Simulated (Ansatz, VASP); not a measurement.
## One calculation of Ni, two programs

Contents of POSCAR:

```
Ni
1.0
    2.4315927189      0.0000000000      0.0000000000
   -1.2157963594      2.1058210663      0.0000000000
    0.0000000000      0.0000000000      4.0454724674
Ni
2
Direct
    0.6666666667      0.3333333333      0.7500000000
    0.3333333333      0.6666666667      0.2500000000
```

Contents of INCAR.step1:

```
SYSTEM = Ni
ALGO = Normal
EDIFF = 1E-5
ENCUT = 520
GGA = PE
ISIF = 2
ISMEAR = -1
ISPIN = 2
LASPH = .TRUE.
LCHARG = .FALSE.
LMAXMIX = 4
LORBIT = 11
LREAL = .FALSE.
LWAVE = .TRUE.
MAGMOM = 1 1
NBANDS = 21
NELM = 150
PREC = Accurate
SIGMA = 0.05
```

The input INCAR.step2:

```
SYSTEM = Ni
AEXX = 0.25
ALGO = Normal
EDIFF = 1E-6
ENCUT = 520
GGA = PE
ISIF = 2
ISMEAR = -1
ISPIN = 2
ISTART = 1
LASPH = .TRUE.
LCHARG = .FALSE.
LHFCALC = .TRUE.
LMAXMIX = 4
LORBIT = 11
LREAL = .FALSE.
LWAVE = .FALSE.
MAGMOM = 1 1
NBANDS = 21
NELM = 150
PREC = Accurate
PRECFOCK = Normal
SIGMA = 0.05
```

KPOINTS

```
k-points
0
G
  6 6 4
  0 0 0
```

input.yaml

```yaml
crystal:
  lattice:
    - [2.4315927189, 0.0, 0.0]
    - [-1.2157963594, 2.1058210663, 0.0]
    - [0.0, 0.0, 4.0454724674]
  atoms:
    - { symbol: Ni, position: [0.6666666667, 0.3333333333, 0.75], spin: 1.0 }
    - { symbol: Ni, position: [0.3333333333, 0.6666666667, 0.25], spin: 1.0 }
hamiltonian:
  xc: pbe0
  pseudopotentials: { kind: paw }
magnetization:
  spin_polarized: true
kpoints:
  mp_grid: { grid: [6, 6, 4] }
scf:
  occupations: { method: fermi_dirac, width: 0.05 }
output:
  forces: true
  stress: true
  eigenvalues: true
```

Alike in both runs: task single point; functional PBE0; k mesh 6 × 6 × 4; occupations fermi-dirac, width 0.05 eV; collinear spin.

|  | VASP | Ansatz |
| --- | --- | --- |
| version | VASP 6.6.1 | Ansatz 0.2.0 |
| potentials or method | VASP PAW PBE potentials, release 64 (Ni) | Ansatz PAW |
| plane-wave cutoff (eV) | 520 | 420 |
| valence electrons in the cell | 20 | 36 |

|  | VASP | Ansatz | Ansatz less VASP |
| --- | --- | --- | --- |
| gap on the k mesh at the Fermi level (eV) | none | none | - |
| pressure (GPa) | 4.2 | 4.2 | +0.05 |
| traceless stress, the component that is largest in VASP (GPa) | -3.87 | -4.05 | -0.189 |
| net moment per atom (μB) | 0.70 | 0.72 | +0.015 |
| size of the moment on the site where the two differ most (μB) | 0.73 | 0.83 | +0.098 |

Site moments also hang on the region over which each program counts them. A gap of «none» marks a metal or a gap that the smearing closes. With one functional, cell and mesh, what is left measures potentials, basis and numerics. VASP's potentials hold 20 valence electrons a cell and Ansatz's 36, so a difference there can come from the potentials and not from the codes.

The k mesh is coarse, so the values compare programs but aren't converged. Noted on Ansatz's run: the magnetic or orbital state may not be the lowest.
